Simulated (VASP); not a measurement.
Crystal: SrC2.

```
Sr C
1.0
    -2.06159    2.06159    3.40286
     2.06159   -2.06159    3.40286
     2.06159    2.06159   -3.40286
Sr C
1 2
Cartesian
  0.0000 0.0000 0.0000
  0.0000 0.0000 2.7723
  0.0000 0.0000 4.0334
```

- Program: VASP 6.6.1
- Task: relaxation of cell and atoms
- Functional: LDA
- Potentials or basis: VASP PAW LDA potentials, release 64 (Sr_sv, C)
- Cutoff: 600 eV
- k mesh: 10 × 10 × 10
- Occupations: gaussian, width 0.02 eV
- Spin: no spin polarisation

At the start: pressure -4.2 GPa; volume 19.28 Å³/atom.

Task: How do energy, volume and symmetry change on relaxing?

Result: Over 28 steps the energy falls by 19.4 meV/atom and the volume is 17.80 Å³/atom (-7.7 %); space group I4/mmm (No. 139, to 0.1 Å) before and after.

The path:
```csv
step,energy change (eV),largest force (eV/Å),pressure (GPa),volume (Å³)
1,0.0000,0.3741,-4.25,57.85
2,0.1366,6.1865,6.66,53.67
3,-0.0182,1.0292,-1.89,56.73
4,-0.0533,0.1702,-0.73,54.46
5,-0.0565,0.1518,-0.18,53.60
6,-0.0571,0.1272,0.35,53.36
7,-0.0572,0.1146,0.33,53.37
8,-0.0577,0.0403,0.31,53.29
9,-0.0579,0.0335,0.27,53.20
10,-0.0580,0.0559,0.23,53.18
11,-0.0580,0.0662,0.23,53.17
12,-0.0580,0.0616,0.24,53.17
13,-0.0581,0.0209,0.25,53.19
14,-0.0581,0.0732,0.26,53.24
15,-0.0582,0.0412,0.20,53.27
16,-0.0582,0.0082,0.08,53.32
17,-0.0582,0.0020,0.05,53.32
18,-0.0582,0.0196,0.11,53.29
19,-0.0582,0.0119,0.12,53.30
20,-0.0582,0.0049,0.10,53.31
21,-0.0582,0.0035,0.09,53.32
22,-0.0582,0.0012,0.07,53.33
23,-0.0583,0.0106,0.03,53.37
24,-0.0582,0.0276,-0.08,53.45
25,-0.0583,0.0161,-0.03,53.41
26,-0.0583,0.0143,-0.01,53.39
27,-0.0583,0.0260,0.04,53.40
28,-0.0583,0.0002,0.01,53.40
```

Final structure:
```cif
data_structure
_symmetry_space_group_name_H-M 'P 1'
_symmetry_Int_Tables_number 1
_cell_length_a 4.3783
_cell_length_b 4.3783
_cell_length_c 4.3783
_cell_angle_alpha 125.705
_cell_angle_beta 125.705
_cell_angle_gamma 80.373
_cell_volume 53.40
loop_
_atom_site_label
_atom_site_type_symbol
_atom_site_fract_x
_atom_site_fract_y
_atom_site_fract_z
_atom_site_occupancy
Sr1 Sr 0.00000 0.00000 0.00000 1
C1 C 0.40636 0.40636 0.00000 1
C2 C 0.59364 0.59364 0.00000 1
```
